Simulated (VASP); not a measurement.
A run of VASP 6.6.1:

POSCAR

```
SiC
1.0
    0.0000000000      2.0497129042      2.4596554850
    2.0497129042      0.0000000000      2.4596554850
    2.0497129042      2.0497129042      0.0000000000
Si C
1 1
Direct
    0.0000000000      0.0000000000      0.0000000000
    0.7500000000      0.7500000000      0.7500000000
```

The input INCAR.step1:

```
PREC     = Accurate       # precision mode
ENCUT    = 520            # plane-wave cutoff, eV
ISMEAR   = 0              # smearing method
SIGMA    = 0.05           # smearing width, eV
LREAL    = False          # projectors in reciprocal space
LASPH    = True           # aspherical terms in the spheres
NELM     = 100            # most SCF steps
NBANDS   = 11             # bands
GGA      = PE             # functional
ALGO     = Normal         # electronic algorithm
EDIFF    = 1E-4           # SCF threshold, eV
LWAVE    = True           # write WAVECAR
LCHARG   = False          # write CHGCAR
```

File INCAR.step2:

```
PREC     = Accurate       # precision mode
ENCUT    = 520            # plane-wave cutoff, eV
EDIFF    = 1E-7           # SCF threshold, eV
ISMEAR   = 0              # smearing method
SIGMA    = 0.05           # smearing width, eV
LREAL    = False          # projectors in reciprocal space
LASPH    = True           # aspherical terms in the spheres
NELM     = 100            # most SCF steps
ALGO     = Normal         # electronic algorithm
ISIF     = 2              # what is computed and relaxed
LWAVE    = False          # write WAVECAR
LCHARG   = False          # write CHGCAR
METAGGA  = R2SCAN         # meta-GGA
LMIXTAU  = True         
NBANDS   = 11             # bands
ISTART   = 1
```

Contents of KPOINTS:

```
Automatic mesh
0
Gamma
  12 12 12
```

Potentials or basis: VASP PAW PBE potentials, release 64 (Si, C).

The run is started by

```bash
$ cat potpaw_PBE.64/Si/POTCAR potpaw_PBE.64/C/POTCAR > POTCAR
$ cp INCAR.step1 INCAR
$ mpirun -np 1 vasp_std > vasp.out
$ cp INCAR.step2 INCAR
$ mpirun -np 1 vasp_std > vasp.out
```

Hardware: 1 thread of Intel(R) Xeon(R) Platinum 8559C (Emerald Rapids), on a shared host.

Q: Estimate the wall time of this run.

A: Run time: 52 s on 1 thread of Intel(R) Xeon(R) Platinum 8559C (Emerald Rapids), on a shared host, peak memory 0.16 GiB. Counts: k points 163.
